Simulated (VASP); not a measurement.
Set up this calculation in VASP 6.6.1, as the native input.

| Quantity | Value |
| --- | --- |
| Task | single point |
| Functional | r2SCAN |
| Potentials or basis | VASP PAW PBE potentials, release 64 (In_d, Sb) |
| Cutoff | 520 eV |
| k mesh | 6 × 6 × 6 |
| Occupations | fermi-dirac, width 0.02 eV |
| Spin | no spin polarisation |
| Dipole correction | no |
| Further INCAR settings | ALGO = Normal; EDIFF = 1e-07; NBANDS = 16 |

Crystal: InSb.

```xyz
2
Lattice="0.0000 3.3120 3.3120 3.3120 0.0000 3.3120 3.3120 3.3120 0.0000" Properties=species:S:1:pos:R:3 pbc="T T T"
In    0.0000    0.0000    0.0000
Sb    1.6560    1.6560    1.6560
```

This cell differs from its parent crystal: volume changed by +3%.

One way to write it, as run:

POSCAR

```
InSb
1.0
    0.0000000000      3.3119855564      3.3119855564
    3.3119855564      0.0000000000      3.3119855564
    3.3119855564      3.3119855564      0.0000000000
In Sb
1 1
Direct
    0.0000000000      0.0000000000      0.0000000000
    0.2500000000      0.2500000000      0.2500000000
```

INCAR.step1

```
SYSTEM = InSb
  ALGO = Normal
  EDIFF = 1E-4
  ENCUT = 520
  GGA = PE
  ISMEAR = -1
  LASPH = .True.
  LCHARG = .False.
  LREAL = .False.
  LWAVE = .True.
  NBANDS = 16
  NELM = 100
  PREC = Accurate
  SIGMA = 0.02
```

INCAR.step2

```
SYSTEM = InSb
  ALGO = Normal
  EDIFF = 1E-7
  ENCUT = 520
  ISIF = 2
  ISMEAR = -1
  ISTART = 1
  LASPH = .True.
  LCHARG = .False.
  LMIXTAU = .True.
  LREAL = .False.
  LWAVE = .False.
  METAGGA = R2SCAN
  NBANDS = 16
  NELM = 100
  PREC = Accurate
  SIGMA = 0.02
```

KPOINTS

```
k-points
0
Gamma
  6 6 6
  0 0 0
```

Potentials or basis: VASP PAW PBE potentials, release 64 (In_d, Sb).

Command:

```bash
$ cat potpaw_PBE.64/In_d/POTCAR potpaw_PBE.64/Sb/POTCAR > POTCAR
$ cp INCAR.step1 INCAR
$ mpirun -np 1 vasp_std > vasp.out
$ cp INCAR.step2 INCAR
$ mpirun -np 1 vasp_std > vasp.out
```

It gave:

```json
{"Pressure": "-1.2 GPa", "Band gap on the k mesh": "zero (filled and empty bands touch)"}
```

Caveat: the PAW data sets were made with another functional, which shifts forces and pressure a little; spin-orbit coupling is left out, which moves the levels of the heavy elements.

Run time: 60 s on 1 thread of Intel(R) Xeon(R) Platinum 8488C (Sapphire Rapids) (shared host), peak memory 0.22 GiB.
